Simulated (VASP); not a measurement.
# Rh (P-1) in VASP: single point with LDA

Aim: the single point of Rh with LDA.

Program: VASP 6.6.1. These are calculated values, not measurements. Logs are shortened: lines on timing, memory, paths and dates and some standing lists are left out, and cuts for length are marked.

### 1 The cell of the first run

The typed cell holds 2 atoms: a = 2.655 Å, b = 2.655 Å, c = 4.598 Å, α = 73.22°, β = 73.22°, γ = 60.00°.

### 2 Single point, LDA (atoms displaced along several vibrational modes)

INCAR reads:

```
SYSTEM = Rh
PREC     = Accurate       ! precision mode
ENCUT    = 520            ! plane-wave cutoff, eV
EDIFF    = 1E-6           ! SCF threshold, eV
ISMEAR   = 0              ! smearing method
SIGMA    = 0.15           ! smearing width, eV
LREAL    = .FALSE.        ! projectors in reciprocal space
LASPH    = .TRUE.         ! aspherical terms in the spheres
NELM     = 100            ! most SCF steps
ALGO     = Fast           ! electronic algorithm
ISIF     = 2              ! what is computed and relaxed
LWAVE    = .FALSE.        ! write WAVECAR
LCHARG   = .FALSE.        ! write CHGCAR
GGA      = CA             ! functional
NBANDS   = 22             ! bands
KPAR     = 4
```

KPOINTS reads:

```
regular mesh
0
G
  21 21 20
  0 0 0
```

POSCAR reads:

```
Rh
1.0
    0.0000000000     -1.8770352621     -1.8770352621
   -1.8770352621      0.0000000000     -1.8770352621
    1.8770352621      1.8770352621     -3.7540705242
Rh
2
Direct
    0.4363485704      0.5473951485      0.4999990593
    0.0636514296     -0.0473951485      0.0000009407
```

Potentials or basis: VASP PAW LDA potentials, release 64 (Rh_pv).

The run is started by

```sh
$ cat potpaw_LDA.64/Rh_pv/POTCAR > POTCAR
$ mpirun -np 4 vasp_std > vasp.out
```

OUTCAR:

```text
SYSTEM = Rh
   PREC = Accurate
   ENCUT = 520
   EDIFF = 1E-6
   ISMEAR = 0
   LREAL = .FALSE.
   LASPH = .TRUE.
   NELM = 100
   ISIF = 2
   GGA = CA

 ion  position               nearest neighbor table
   1  0.436  0.547  0.500-   2 2.50   2 2.54   2 2.63   2 2.71   2 2.79   2 2.83
   2  0.064  0.953  0.000-   1 2.50   1 2.54   1 2.63   1 2.71   1 2.79   1 2.83

  LATTYP: Found a trigonal (rhomboedric) cell.
 ALAT       =     4.5977786214
 COS(alpha) =     0.8333333333

  Lattice vectors:

 A1 = (   1.8770352621,   3.7540705242,  -1.8770352621)
 A2 = (   3.7540705242,   1.8770352621,  -1.8770352621)
 A3 = (   1.8770352621,   1.8770352621,  -3.7540705242)

Analysis of symmetry for initial positions (statically):
=====================================================================
 Subroutine PRICEL returns:
 Original cell was already a primitive cell.

 Routine SETGRP: Setting up the symmetry group for a
 trigonal (rhombohedral) supercell.

 Subroutine GETGRP returns: Found  2 space group operations
 (whereof  1 operations were pure point group operations)
 out of a pool of 12 trial point group operations.

The static configuration has the point symmetry C_1 .
 The point group associated with its full space group is S_2 .

Analysis of symmetry for dynamics (positions and initial velocities):
=====================================================================
 Subroutine PRICEL returns:
 Original cell was already a primitive cell.

 Routine SETGRP: Setting up the symmetry group for a
 trigonal (rhombohedral) supercell.

 Subroutine GETGRP returns: Found  2 space group operations
 (whereof  1 operations were pure point group operations)
 out of a pool of 12 trial point group operations.

The dynamic configuration has the point symmetry C_1 .
 The point group associated with its full space group is S_2 .

 Subroutine INISYM returns: Found  2 space group operations
 (whereof  1 operations are pure point group operations),
 and found     1 'primitive' translations

----------------------------------------------------------------------------------------

                                     Primitive cell

  volume of cell :      26.4531

  direct lattice vectors                    reciprocal lattice vectors
     0.000000000 -1.877035262 -1.877035262     0.133188761 -0.399566282 -0.133188761
    -1.877035262  0.000000000 -1.877035262    -0.399566282  0.133188761 -0.133188761
     1.877035262  1.877035262 -3.754070524     0.133188761  0.133188761 -0.133188761

[... 104 lines left out ...]
   NELM   =    100;   NELMIN=  2; NELMDL= -5     # of ELM steps
   EDIFF  = 0.1E-05   stopping-criterion for ELM
   LREAL  =      F    real-space projection
   EDIFFG = 0.1E-04   stopping-criterion for IOM
   NSW    =      0    number of steps for IOM
   IBRION =     -1    ionic relax: 0-MD 1-quasi-New 2-CG
   NFREE  =      0    steps in history (QN), initial steepest desc. (CG)
   ISIF   =      2    stress and relaxation
   ISYM   =      2    0-nonsym 1-usesym 2-fastsym
   POTIM  = 0.5000    time-step for ionic-motion
   TEBEG  =    0.0;   TEEND  =   0.0 temperature during run
   PSTRESS=    0.0 pullay stress
   NELECT =      30.0000    total number of electrons
   NUPDOWN=      -1.0000    fix difference up-down
   EMIN   =  10.00;   EMAX   =-10.00  energy-range for DOS
   EFERMI =   0.00;   METHOD = LEGACY
   ISMEAR =     0;   SIGMA  =   0.15  broadening in eV -4-tet -1-fermi 0-gaus
   EFERMI_NEDOS =   21; number of points for ismear=-14 and -15
   IALGO  =     68    algorithm
   IMIX   =      4    mixing-type and parameters
     AMIX     =   0.40;   BMIX     =  1.00
     AMIX_MAG =   1.60;   BMIX_MAG =  1.00
  volume/ion in A,a.u.               =      13.23        89.26
  Fermi-wavevector in a.u.,A,eV,Ry     =   1.707220  3.226178 39.655542  2.914600
  Thomas-Fermi vector in A             =   2.786112
   LORBIT       =      0    0 simple, 1 ext, 2 COOP (PROOUT), +10 PAW based schemes
   GGA     = CA    functional components
   LHFCALC =     F    Hartree Fock is set to
   AEXX    =    0.0000 exact exchange contribution
   IVDW    =     0    specifies the selected vdW correction
   LEPSILON=     F    determine dielectric tensor
   LRPA    =     F    only Hartree local field effects (RPA)
 non-spin polarized calculation
 RMM-DIIS sequential band-by-band and
 Gauss-broadening in eV      SIGMA  =   0.15
  energy-cutoff  :      520.00
  volume of cell :       26.45
 maximum number of plane-waves:       730
   NGX =  9   NGY =  9   NGZ = 17

 number of electron      30.0000003 magnetization

 Free energy of the ion-electron system (eV)
  ---------------------------------------------------
  ext. energy  EPLUGINS =         0.00000000
  ---------------------------------------------------
  free energy    TOTEN  =       -17.20249615 eV

  energy without entropy =      -17.17039864  energy(sigma->0) =      -17.18644740

 E-fermi :  12.4697     XC(G=0): -14.5927

 val. band max:       12.4696097174   @ k =   0.4286   0.4286   0.0000
 cond. band min:      12.4698007255   @ k =   0.0952  -0.1429   0.3500
 fundamental gap:      0.0001910081
 Fermi energy:        12.4697427399

 k-point     1 :       0.0000    0.0000    0.0000
  band No.  band energies     occupation
      1     -34.7065      2.00000
      2     -33.8955      2.00000
      3     -33.8553      2.00000
      4     -33.7876      2.00000
      5     -33.7692      2.00000
      6     -33.7612      2.00000
[... 589 lines left out ...]
     21      26.0972      0.00000
     22      29.2194      0.00000

 [... further k-points ...]

------------------------ aborting loop because EDIFF is reached ----------------------------------------

  FORCE on cell =-STRESS in cart. coord.  units (eV):
  Direction    XX          YY          ZZ          XY          YZ          ZX
  --------------------------------------------------------------------------------------
  -------------------------------------------------------------------------------------
  Total        0.6489401      0.1936209      1.2322835     -0.1687080     -0.3449530     -0.7471092
  in kB       39.3041035     11.7269630     74.6352390    -10.2180718    -20.8926380    -45.2498733
  external PRESSURE =      41.8887685 kB  Pullay stress =       0.0000000 kB

 VOLUME and BASIS-vectors are now :
 -----------------------------------------------------------------------------
  energy-cutoff  :      520.00
  volume of cell :       26.45
      direct lattice vectors                 reciprocal lattice vectors
     0.000000000 -1.877035262 -1.877035262     0.133188761 -0.399566282 -0.133188761
    -1.877035262  0.000000000 -1.877035262    -0.399566282  0.133188761 -0.133188761
     1.877035262  1.877035262 -3.754070524     0.133188761  0.133188761 -0.133188761

 POSITION                                       TOTAL-FORCE (eV/Angst)
 -----------------------------------------------------------------------------------
     -0.08896      0.11947     -3.72355         0.691135     -0.794927     -0.279935
     -1.78807     -0.11947     -1.90755        -0.691135      0.794927      0.279935
 -----------------------------------------------------------------------------------
    total drift:                               -0.000000     -0.000000      0.000000

  FREE ENERGIE OF THE ION-ELECTRON SYSTEM (eV)
  ---------------------------------------------------
  free  energy   TOTEN  =       -17.2024961537 eV

  energy  without entropy=      -17.1703986389  energy(sigma->0) =      -17.18644740
```

It took 13 min on 4 MPI ranks of Oxide Virtual Turin-like, shared host; peak memory 1.8 GiB.

What came out:

| Property | Result |
| --- | --- |
| Free energy | -17.2025 eV |
| Pressure | 4.2 GPa |
| Largest force | 1.090 eV/Å |
| Band gap on the k mesh | zero (bands 15 and 16 overlap by 2.28 eV) |

Forces on the atoms (eV/Å):
```
Rh   0.691 -0.795 -0.280
Rh  -0.691  0.795  0.280
```

Caveat: the cell differs from its parent crystal (atoms displaced along several vibrational modes); the stress differs along the axes, from 1 to 7 GPa; forces of over 1 eV/Å act on the atoms, so gaps and moduli don't describe the material at rest.
